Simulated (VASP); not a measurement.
# BeS (I-4m2) in VASP: a series of runs

Runs on BeS. Level: PBE. Tasks: single point.

All numbers are computed with VASP 6.6.1; they aren't measurements. Logs are shortened: lines on timing, memory, paths and dates and some standing lists are left out, and cuts for length are marked.

## (1) The cell of the first run

It takes space group I-4m2 (No. 119, tetragonal). Conventional cell: a = 3.477 Å, b = 3.477 Å, c = 4.831 Å, α = 90.00°, β = 90.00°, γ = 90.00°. Within 2.8 Å of Be (site symmetry -4m2) lie 4 S at 2.12 Å. S (site symmetry -4m2) has 4 Be at 2.12 Å within 2.8 Å.

## (2) Single point, PBE (epitaxial xy strain +1.0%)

Input file INCAR:

```
SYSTEM = BeS
  ALGO = Normal
  EDIFF = 1E-6
  ENCUT = 520
  GGA = PE
  ISIF = 2
  ISMEAR = 0
  LASPH = .TRUE.
  LCHARG = .TRUE.
  LELF = .TRUE.
  LREAL = .FALSE.
  LVHAR = .TRUE.
  LWAVE = .FALSE.
  NBANDS = 11
  NELM = 80
  PREC = Accurate
  SIGMA = 0.01
```

Input file KPOINTS:

```
k-points
0
G
  6 6 6
  0 0 0
```

Input file POSCAR:

```
BeS
1.0
    0.0000000000      2.4586492927      2.4152593665
    2.4586492927      0.0000000000      2.4152593665
    2.4586492927      2.4586492927      0.0000000000
Be S
1 1
Direct
    0.0000000000      0.0000000000      0.0000000000
    0.2500000000      0.2500000000      0.2500000000
```

Potentials or basis: VASP PAW PBE potentials, release 64 (Be, S).

Started as:

```bash
cat potpaw_PBE.64/Be/POTCAR potpaw_PBE.64/S/POTCAR > POTCAR
mpirun -np 1 vasp_std > vasp.out
```

OUTCAR:

```text
SYSTEM = BeS
   EDIFF = 1E-6
   ENCUT = 520
   GGA = PE
   ISIF = 2
   ISMEAR = 0
   LASPH = .TRUE.
   LREAL = .FALSE.
   NELM = 80
   PREC = Accurate

 ion  position               nearest neighbor table
   1  0.000  0.000  0.000-   2 2.12   2 2.12   2 2.12   2 2.12
   2  0.250  0.250  0.250-   1 2.12   1 2.12   1 2.12   1 2.12

  LATTYP: Found a body centered tetragonal cell.
 ALAT       =     3.4770551749
 C/A-ratio  =     1.3892557035

  Lattice vectors:

 A1 = (   0.0000000000,  -2.4586492927,  -2.4152593665)
 A2 = (   0.0000000000,   2.4586492927,  -2.4152593665)
 A3 = (   2.4586492927,   0.0000000000,   2.4152593665)

Analysis of symmetry for initial positions (statically):
=====================================================================
 Subroutine PRICEL returns:
 Original cell was already a primitive cell.

 Routine SETGRP: Setting up the symmetry group for a
 body centered tetragonal supercell.

 Subroutine GETGRP returns: Found  8 space group operations
 (whereof  8 operations were pure point group operations)
 out of a pool of 16 trial point group operations.

The static configuration has the point symmetry D_2d.

Analysis of symmetry for dynamics (positions and initial velocities):
=====================================================================
 Subroutine PRICEL returns:
 Original cell was already a primitive cell.

 Routine SETGRP: Setting up the symmetry group for a
 body centered tetragonal supercell.

 Subroutine GETGRP returns: Found  8 space group operations
 (whereof  8 operations were pure point group operations)
 out of a pool of 16 trial point group operations.

The dynamic configuration has the point symmetry D_2d.

 Subroutine INISYM returns: Found  8 space group operations
 (whereof  8 operations are pure point group operations),
 and found     1 'primitive' translations

----------------------------------------------------------------------------------------

                                     Primitive cell

  volume of cell :      29.2003

  direct lattice vectors                    reciprocal lattice vectors
     0.000000000  2.458649293  2.415259366    -0.203363693  0.203363693  0.207017104
     2.458649293  0.000000000  2.415259366     0.203363693 -0.203363693  0.207017104
     2.458649293  2.458649293  0.000000000     0.203363693  0.203363693 -0.207017104

  length of vectors
     3.446510431  3.446510431  3.477055175     0.354358102  0.354358102  0.354358102

  position of ions in fractional coordinates (direct lattice)
     0.000000000  0.000000000  0.000000000
     0.250000000  0.250000000  0.250000000

  ion indices of the primitive-cell ions
   primitive index   ion index
                 1           1
                 2           2

----------------------------------------------------------------------------------------

 KPOINTS: k-points

Automatic generation of k-mesh.
 Grid dimensions read from file:
 generate k-points for:    6    6    6

 Generating k-lattice:

  Cartesian coordinates                     Fractional coordinates (reciprocal lattice)
    -0.033893949  0.033893949  0.034502851     0.166666667  0.000000000  0.000000000
     0.033893949 -0.033893949  0.034502851     0.000000000  0.166666667  0.000000000
     0.033893949  0.033893949 -0.034502851    -0.000000000 -0.000000000  0.166666667

  Length of vectors
     0.059059684  0.059059684  0.059059684

  Shift w.r.t. Gamma in fractional coordinates (k-lattice)
     0.000000000  0.000000000  0.000000000

 Subroutine IBZKPT returns following result:
 ===========================================

 Found     30 irreducible k-points:

 Following reciprocal coordinates:
            Coordinates               Weight
  0.000000  0.000000  0.000000      1.000000
  0.166667  0.000000  0.000000      8.000000
  0.333333  0.000000  0.000000      8.000000
  0.500000  0.000000  0.000000      4.000000
  0.166667  0.166667  0.000000      2.000000
  0.333333  0.166667  0.000000      8.000000
[... 16 lines left out ...]
  0.333333  0.000000  0.333333      4.000000
  0.500000  0.000000  0.333333     16.000000
 [... further k-points ...]
   k-points           NKPTS =     30   k-points in BZ     NKDIM =     30   number of bands    NBANDS=     11
   number of dos      NEDOS =    301   number of ions     NIONS =      2
   total plane-waves  NPLWV =  21952
   dimension x,y,z NGX =    28 NGY =   28 NGZ =   28
   dimension x,y,z NGXF=    56 NGYF=   56 NGZF=   56
   ions per type =               1   1
   NGX,Y,Z   is equivalent  to a cutoff of  13.51, 13.51, 13.39 a.u.
   NGXF,Y,Z  is equivalent  to a cutoff of  27.01, 27.01, 26.77 a.u.
 SYSTEM =  BeS
   PREC   = accura    normal or accurate (medium, high low for compatibility)
   ISTART =      0    job   : 0-new  1-cont  2-samecut
   ICHARG =      2    charge: 1-file 2-atom 10-const
   ISPIN  =      1    spin polarized calculation?
   LNONCOLLINEAR =      F non collinear calculations
   LSORBIT =      F    spin-orbit coupling
   LASPH  =      T    aspherical Exc in radial PAW
   ENCUT  =  520.0 eV  38.22 Ry    6.18 a.u.   6.41  6.41  6.47*2*pi/ulx,y,z
   NELM   =     80;   NELMIN=  2; NELMDL= -5     # of ELM steps
   EDIFF  = 0.1E-05   stopping-criterion for ELM
   LREAL  =      F    real-space projection
   EDIFFG = 0.1E-04   stopping-criterion for IOM
   NSW    =      0    number of steps for IOM
   IBRION =     -1    ionic relax: 0-MD 1-quasi-New 2-CG
   NFREE  =      0    steps in history (QN), initial steepest desc. (CG)
   ISIF   =      2    stress and relaxation
   ISYM   =      2    0-nonsym 1-usesym 2-fastsym
   POTIM  = 0.5000    time-step for ionic-motion
   TEBEG  =    0.0;   TEEND  =   0.0 temperature during run
   PSTRESS=    0.0 pullay stress
   NELECT =       8.0000    total number of electrons
   NUPDOWN=      -1.0000    fix difference up-down
   EMIN   =  10.00;   EMAX   =-10.00  energy-range for DOS
   EFERMI =   0.00;   METHOD = LEGACY
   ISMEAR =     0;   SIGMA  =   0.01  broadening in eV -4-tet -1-fermi 0-gaus
   EFERMI_NEDOS =   21; number of points for ismear=-14 and -15
   IALGO  =     38    algorithm
   IMIX   =      4    mixing-type and parameters
     AMIX     =   0.40;   BMIX     =  1.00
     AMIX_MAG =   1.60;   BMIX_MAG =  1.00
  volume/ion in A,a.u.               =      14.60        98.53
  Fermi-wavevector in a.u.,A,eV,Ry     =   1.063267  2.009284 15.381898  1.130538
  Thomas-Fermi vector in A             =   2.198746
   LORBIT       =      0    0 simple, 1 ext, 2 COOP (PROOUT), +10 PAW based schemes
   GGA     = PE    functional components
   LHFCALC =     F    Hartree Fock is set to
   AEXX    =    0.0000 exact exchange contribution
   IVDW    =     0    specifies the selected vdW correction
   LEPSILON=     F    determine dielectric tensor
   LRPA    =     F    only Hartree local field effects (RPA)
 non-spin polarized calculation
 Gauss-broadening in eV      SIGMA  =   0.01
  energy-cutoff  :      520.00
  volume of cell :       29.20
 maximum number of plane-waves:       805
 NGX is ok and might be reduce to    28
   NGX = 13   NGY = 13   NGZ = 13

 number of electron       7.9999999 magnetization

 Free energy of the ion-electron system (eV)
  ---------------------------------------------------
  ext. energy  EPLUGINS =         0.00000000
  ---------------------------------------------------
  free energy    TOTEN  =       -10.00859699 eV

  energy without entropy =      -10.00859699  energy(sigma->0) =      -10.00859699

 E-fermi :   4.0866     XC(G=0):  -9.6332

 val. band max:        3.9962635348   @ k =   0.0000   0.0000   0.0000
 cond. band min:       7.0100287124   @ k =   0.5000   0.5000   0.0000
 fundamental gap:      3.0137651776
 Fermi energy:         4.0866199764

 k-point     1 :       0.0000    0.0000    0.0000
  band No.  band energies     occupation
      1      -9.6003      2.00000
      2       3.9064      2.00000
      3       3.9064      2.00000
      4       3.9963      2.00000
      5       9.5992      0.00000
      6       9.6222      0.00000
      7       9.6240      0.00000
      8       9.6240      0.00000
      9      16.5116      0.00000
     10      16.8853      0.00000
     11      18.6265      0.00000

 k-point     2 :       0.1667    0.0000    0.0000
  band No.  band energies     occupation
      1      -9.2995      2.00000
      2       2.0895      2.00000
      3       3.5771      2.00000
      4       3.6672      2.00000
      5       9.4595      0.00000
      6      10.1630      0.00000
      7      10.1689      0.00000
      8      11.6361      0.00000
      9      15.6788      0.00000
     10      15.9157      0.00000
     11      18.3884      0.00000

 k-point     3 :       0.3333    0.0000    0.0000
  band No.  band energies     occupation
      1      -8.5530      2.00000
      2      -0.5129      2.00000
      3       3.0656      2.00000
      4       3.2017      2.00000
      5       9.3625      0.00000
      6      10.5336      0.00000
      7      10.6574      0.00000
      8      14.1777      0.00000
      9      16.4949      0.00000
     10      16.5217      0.00000
     11      18.0470      0.00000
[... 267 lines left out ...]
 k-point    23 :       0.3333    0.0000    0.3333
  band No.  band energies     occupation
      1      -8.2222      2.00000
      2       0.1236      2.00000
      3       1.8637      2.00000
      4       1.8946      2.00000
      5       7.8413      0.00000
      6       9.6080      0.00000
      7      13.9933      0.00000
      8      14.3192      0.00000
      9      16.5844      0.00000
     10      18.9255      0.00000
     11      21.2755      0.00000

 k-point    24 :       0.5000    0.0000    0.3333
  band No.  band energies     occupation
      1      -7.7080      2.00000
      2      -0.6637      2.00000
      3       0.8422      2.00000
      4       1.7312      2.00000
      5       8.0881      0.00000
      6      10.2178      0.00000
      7      14.4341      0.00000
      8      14.7584      0.00000
      9      17.8994      0.00000
     10      19.1181      0.00000
     11      20.1119      0.00000

 [... further k-points ...]

------------------------ aborting loop because EDIFF is reached ----------------------------------------

  FORCE on cell =-STRESS in cart. coord.  units (eV):
  Direction    XX          YY          ZZ          XY          YZ          ZX
  --------------------------------------------------------------------------------------
  -------------------------------------------------------------------------------------
  Total       -0.2162934     -0.2162934      0.0860430      0.0000000      0.0000000      0.0000000
  in kB      -11.8677102    -11.8677102      4.7210587      0.0000000      0.0000000      0.0000000
  external PRESSURE =      -6.3381205 kB  Pullay stress =       0.0000000 kB

 VOLUME and BASIS-vectors are now :
 -----------------------------------------------------------------------------
  energy-cutoff  :      520.00
  volume of cell :       29.20
      direct lattice vectors                 reciprocal lattice vectors
     0.000000000  2.458649293  2.415259366    -0.203363693  0.203363693  0.207017104
     2.458649293  0.000000000  2.415259366     0.203363693 -0.203363693  0.207017104
     2.458649293  2.458649293  0.000000000     0.203363693  0.203363693 -0.207017104

 POSITION                                       TOTAL-FORCE (eV/Angst)
 -----------------------------------------------------------------------------------
      0.00000      0.00000      0.00000         0.000000      0.000000      0.000000
      1.22932      1.22932      1.20763        -0.000000     -0.000000     -0.000000
 -----------------------------------------------------------------------------------
    total drift:                                0.000000      0.000000     -0.000000

  FREE ENERGIE OF THE ION-ELECTRON SYSTEM (eV)
  ---------------------------------------------------
  free  energy   TOTEN  =       -10.0085969939 eV

  energy  without entropy=      -10.0085969939  energy(sigma->0) =      -10.00859699
```

It took 5.2 s on 1 thread of Intel Xeon 6975P-C (Granite Rapids), shared host; peak memory 0.15 GiB.

Results:

| Quantity | Value |
| --- | --- |
| Free energy | -10.0086 eV |
| Pressure | -0.6 GPa |
| Band gap on the k mesh | 3.01 eV, indirect (least direct gap 5.60 eV) |

Caveat: the cell differs from its parent crystal (epitaxial xy strain +1.0%). A k mesh can miss the band edges.

(Part 1 of 2 ends here.)
